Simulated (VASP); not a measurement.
# GaN (Fm-3m) in VASP: single point with PBEsol

Aim: the single point of GaN with PBEsol.

All numbers are computed with VASP 6.6.1; they aren't measurements. Logs are shortened: lines on timing, memory, paths and dates and some standing lists are left out, and cuts for length are marked.

## 1. The cell of the first run

Symmetry: Fm-3m, No. 225, cubic system. Conventional cell: a = 4.270 Å, b = 4.270 Å, c = 4.270 Å, α = 90.00°, β = 90.00°, γ = 90.00°. Within 2.8 Å of Ga (site symmetry m-3m) lie 6 N at 2.14 Å. Within 2.8 Å of N (site symmetry m-3m) lie 6 Ga at 2.14 Å.

## 2. Single point, PBEsol

The input, INCAR:

```
SYSTEM = GaN
ALGO = Normal
EDIFF = 1E-6
ENCUT = 520
GGA = PS
ISIF = 2
ISMEAR = 0
LASPH = .TRUE.
LCHARG = .TRUE.
LELF = .TRUE.
LREAL = .FALSE.
LVHAR = .TRUE.
LWAVE = .FALSE.
NBANDS = 16
NELM = 100
PREC = Accurate
SIGMA = 0.01
```

The input, KPOINTS:

```
k-points
0
G
  8 8 8
  0 0 0
```

The input, POSCAR:

```
GaN
1.0
    3.0196780000      0.0000000000      0.0000000000
    1.5098390000      2.6151178592      0.0000000000
    1.5098390000      0.8717059531      2.4655567625
Ga N
1 1
Direct
    0.0000000000      0.0000000000      0.0000000000
    0.5000000000      0.5000000000      0.5000000000
```

Potentials or basis: VASP PAW PBE potentials, release 64 (Ga_d, N).

Launch:

```sh
cat potpaw_PBE.64/Ga_d/POTCAR potpaw_PBE.64/N/POTCAR > POTCAR
mpirun -np 1 vasp_std > vasp.out
```

OUTCAR:

```text
SYSTEM = GaN
   EDIFF = 1E-6
   ENCUT = 520
   GGA = PS
   ISIF = 2
   ISMEAR = 0
   LASPH = .TRUE.
   LREAL = .FALSE.
   NELM = 100
   PREC = Accurate

 ion  position               nearest neighbor table
   1  0.000  0.000  0.000-   2 2.14   2 2.14   2 2.14   2 2.14   2 2.14   2 2.14
   2  0.500  0.500  0.500-   1 2.14   1 2.14   1 2.14   1 2.14   1 2.14   1 2.14

  LATTYP: Found a face centered cubic cell.
 ALAT       =     4.2704695815

  Lattice vectors:

 A1 = (   3.0196780000,   0.0000000000,   0.0000000000)
 A2 = (   1.5098390000,   2.6151178592,   0.0000000000)
 A3 = (   1.5098390000,   0.8717059531,   2.4655567625)

Analysis of symmetry for initial positions (statically):
=====================================================================
 Subroutine PRICEL returns:
 Original cell was already a primitive cell.

 Routine SETGRP: Setting up the symmetry group for a
 face centered cubic supercell.

 Subroutine GETGRP returns: Found 48 space group operations
 (whereof 48 operations were pure point group operations)
 out of a pool of 48 trial point group operations.

The static configuration has the point symmetry O_h .

Analysis of symmetry for dynamics (positions and initial velocities):
=====================================================================
 Subroutine PRICEL returns:
 Original cell was already a primitive cell.

 Routine SETGRP: Setting up the symmetry group for a
 face centered cubic supercell.

 Subroutine GETGRP returns: Found 48 space group operations
 (whereof 48 operations were pure point group operations)
 out of a pool of 48 trial point group operations.

The dynamic configuration has the point symmetry O_h .

 Subroutine INISYM returns: Found 48 space group operations
 (whereof 48 operations are pure point group operations),
 and found     1 'primitive' translations

----------------------------------------------------------------------------------------

                                     Primitive cell

  volume of cell :      19.4700

  direct lattice vectors                    reciprocal lattice vectors
     3.019678000  0.000000000  0.000000000     0.331161137 -0.191195972 -0.135195968
     1.509839000  2.615117859  0.000000000     0.000000000  0.382391943 -0.135195968
     1.509839000  0.871705953  2.465556762     0.000000000  0.000000000  0.405587904

  length of vectors
     3.019678000  3.019678000  3.019678000     0.405587904  0.405587904  0.405587904

  position of ions in fractional coordinates (direct lattice)
[... 75 lines left out ...]
   LSORBIT =      F    spin-orbit coupling
   LASPH  =      T    aspherical Exc in radial PAW
   ENCUT  =  520.0 eV  38.22 Ry    6.18 a.u.   5.61  5.61  5.61*2*pi/ulx,y,z
   NELM   =    100;   NELMIN=  2; NELMDL= -5     # of ELM steps
   EDIFF  = 0.1E-05   stopping-criterion for ELM
   LREAL  =      F    real-space projection
   EDIFFG = 0.1E-04   stopping-criterion for IOM
   NSW    =      0    number of steps for IOM
   IBRION =     -1    ionic relax: 0-MD 1-quasi-New 2-CG
   NFREE  =      0    steps in history (QN), initial steepest desc. (CG)
   ISIF   =      2    stress and relaxation
   ISYM   =      2    0-nonsym 1-usesym 2-fastsym
   POTIM  = 0.5000    time-step for ionic-motion
   TEBEG  =    0.0;   TEEND  =   0.0 temperature during run
   PSTRESS=    0.0 pullay stress
   NELECT =      18.0000    total number of electrons
   NUPDOWN=      -1.0000    fix difference up-down
   EMIN   =  10.00;   EMAX   =-10.00  energy-range for DOS
   EFERMI =   0.00;   METHOD = LEGACY
   ISMEAR =     0;   SIGMA  =   0.01  broadening in eV -4-tet -1-fermi 0-gaus
   EFERMI_NEDOS =   21; number of points for ismear=-14 and -15
   IALGO  =     38    algorithm
   IMIX   =      4    mixing-type and parameters
     AMIX     =   0.40;   BMIX     =  1.00
     AMIX_MAG =   1.60;   BMIX_MAG =  1.00
  volume/ion in A,a.u.               =       9.74        65.70
  Fermi-wavevector in a.u.,A,eV,Ry     =   1.594814  3.013761 34.605488  2.543432
  Thomas-Fermi vector in A             =   2.692830
   LORBIT       =      0    0 simple, 1 ext, 2 COOP (PROOUT), +10 PAW based schemes
   GGA     = PS    functional components
   LHFCALC =     F    Hartree Fock is set to
   AEXX    =    0.0000 exact exchange contribution
   IVDW    =     0    specifies the selected vdW correction
   LEPSILON=     F    determine dielectric tensor
   LRPA    =     F    only Hartree local field effects (RPA)
 non-spin polarized calculation
 Gauss-broadening in eV      SIGMA  =   0.01
  energy-cutoff  :      520.00
  volume of cell :       19.47
 maximum number of plane-waves:       544
 NGX is ok and might be reduce to    24
   NGX = 11   NGY = 11   NGZ = 11

 number of electron      18.0000005 magnetization

 Free energy of the ion-electron system (eV)
  ---------------------------------------------------
  ext. energy  EPLUGINS =         0.00000000
  ---------------------------------------------------
  free energy    TOTEN  =       -12.24344842 eV

  energy without entropy =      -12.24344842  energy(sigma->0) =      -12.24344842

 E-fermi :   7.4335     XC(G=0): -13.1024

 val. band max:        7.3742744197   @ k =  -0.2500   0.1250  -0.0000
 cond. band min:       7.7133827287   @ k =   0.5000   0.5000   0.0000
 fundamental gap:      0.3391083090
 Fermi energy:         7.4335356879

 k-point     1 :       0.0000    0.0000    0.0000
  band No.  band energies     occupation
      1      -9.6183      2.00000
      2      -6.5546      2.00000
      3      -6.5546      2.00000
      4      -6.5546      2.00000
      5      -6.4656      2.00000
      6      -6.4656      2.00000
[... 433 lines left out ...]
      3      -6.5781      2.00000
      4      -6.5040      2.00000
      5      -6.3381      2.00000
      6      -4.9845      2.00000
[... 8 lines left out ...]
     15      25.8906      0.00000
     16      30.4944      0.00000

 [... further k-points ...]
[... 5 lines left out ...]
  --------------------------------------------------------------------------------------
  -------------------------------------------------------------------------------------
  Total       -0.8874845     -0.8874845     -0.8874845      0.0000000     -0.0000000      0.0000000
  in kB      -73.0305323    -73.0305323    -73.0305323      0.0000000     -0.0000000      0.0000000
  external PRESSURE =     -73.0305323 kB  Pullay stress =       0.0000000 kB

 VOLUME and BASIS-vectors are now :
 -----------------------------------------------------------------------------
  energy-cutoff  :      520.00
  volume of cell :       19.47
      direct lattice vectors                 reciprocal lattice vectors
     3.019678000  0.000000000  0.000000000     0.331161137 -0.191195972 -0.135195968
     1.509839000  2.615117859  0.000000000     0.000000000  0.382391943 -0.135195968
     1.509839000  0.871705953  2.465556762     0.000000000  0.000000000  0.405587904

 POSITION                                       TOTAL-FORCE (eV/Angst)
 -----------------------------------------------------------------------------------
      0.00000      0.00000      0.00000         0.000000     -0.000000      0.000000
      3.01968      1.74341      1.23278        -0.000000      0.000000      0.000000
 -----------------------------------------------------------------------------------
    total drift:                               -0.000000      0.000000      0.000000

  FREE ENERGIE OF THE ION-ELECTRON SYSTEM (eV)
  ---------------------------------------------------
  free  energy   TOTEN  =       -12.2434484232 eV

  energy  without entropy=      -12.2434484232  energy(sigma->0) =      -12.24344842
```

OSZICAR:

```text
N       E                     dE             d eps       ncg     rms          rms(c)
DAV:   1     0.716333449130E+02    0.71633E+02   -0.92547E+03  1072   0.213E+03
DAV:   2    -0.935992936699E+01   -0.80993E+02   -0.75036E+02  1040   0.316E+02
DAV:   3    -0.137923135353E+02   -0.44324E+01   -0.44166E+01  1064   0.633E+01
DAV:   4    -0.138312361927E+02   -0.38923E-01   -0.38920E-01  1160   0.630E+00
DAV:   5    -0.138316970125E+02   -0.46082E-03   -0.46081E-03  1088   0.642E-01    0.673E+00
DAV:   6    -0.122855593225E+02    0.15461E+01   -0.38373E+00  1352   0.385E+01    0.236E+00
DAV:   7    -0.122652309981E+02    0.20328E-01   -0.18330E-01  1064   0.450E+00    0.150E+00
DAV:   8    -0.122451447257E+02    0.20086E-01   -0.33620E-02  1136   0.178E+00    0.519E-01
DAV:   9    -0.122434594918E+02    0.16852E-02   -0.55337E-03  1096   0.136E+00    0.117E-01
DAV:  10    -0.122434535516E+02    0.59401E-05   -0.53307E-04  1136   0.245E-01    0.593E-02
DAV:  11    -0.122434481781E+02    0.53736E-05   -0.17728E-05  1152   0.501E-02    0.651E-03
DAV:  12    -0.122434484232E+02   -0.24518E-06   -0.10174E-06   776   0.158E-02
   1 F= -.12243448E+02 E0= -.12243448E+02  d E =-.148043E-18
```

stdout:

```text
POSCAR found type information on POSCAR GaN
 POSCAR found :  2 types and       2 ions
 scaLAPACK will be used
 -----------------------------------------------------------------------------
|                                                                             |
|                                                                             |
|     You enforced a specific xc type in the INCAR file but a different       |
|     I HOPE YOU KNOW WHAT YOU ARE DOING!                                     |
|                                                                             |
 -----------------------------------------------------------------------------

 LDA part: xc-table for (Slater+PW92), standard interpolation
 POSCAR, INCAR and KPOINTS ok, starting setup
 FFT: planning ... GRIDC
 FFT: planning ... GRID_SOFT
 FFT: planning ... GRID
 WAVECAR not read
 entering main loop
```

Run time: 4.3 s. Hardware: 1 thread of Intel Xeon Platinum 8481C at 2.70GHz (Sapphire Rapids), shared host; peak memory 0.14 GiB.

Results:

```yaml
Free_energy: -12.2434 eV
Pressure: -7.3 GPa
Band_gap_on_the_k_mesh: 0.34 eV, indirect (least direct gap 2.37 eV)
```

Caveat: the PAW data sets were made with another functional, which shifts forces and pressure a little. A k mesh can miss the band edges.
